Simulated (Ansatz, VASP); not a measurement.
Rb: VASP beside Ansatz

```xyz
2
Lattice="0.0000 4.9348 4.9348 4.9348 0.0000 4.9348 4.9348 4.9348 0.0000" Properties=species:S:1:pos:R:3 pbc="T T T"
Rb    1.2337    1.2337    1.2337
Rb    8.6360    8.6360    8.6360
```

Alike in both runs: task single point; functional PBEsol; k mesh 6 × 6 × 6; occupations fermi-dirac, width 0.1 eV; no spin polarisation.

|  | VASP | Ansatz |
| --- | --- | --- |
| version | VASP 6.6.1 | Ansatz 0.2.0 |
| potentials or method | VASP PAW PBE potentials, release 64 (Rb_sv), cutoff 520 eV | plane waves (420 eV) with PAW, scalar-relativistic |
| valence electrons in the cell | 18 | 18 |

```tsv
	VASP	Ansatz	Ansatz less VASP
pressure (GPa)	0.1	0.1	0.00
```

VASP's potentials were made for PBE, not for PBEsol, and Ansatz warns of the same on its side.
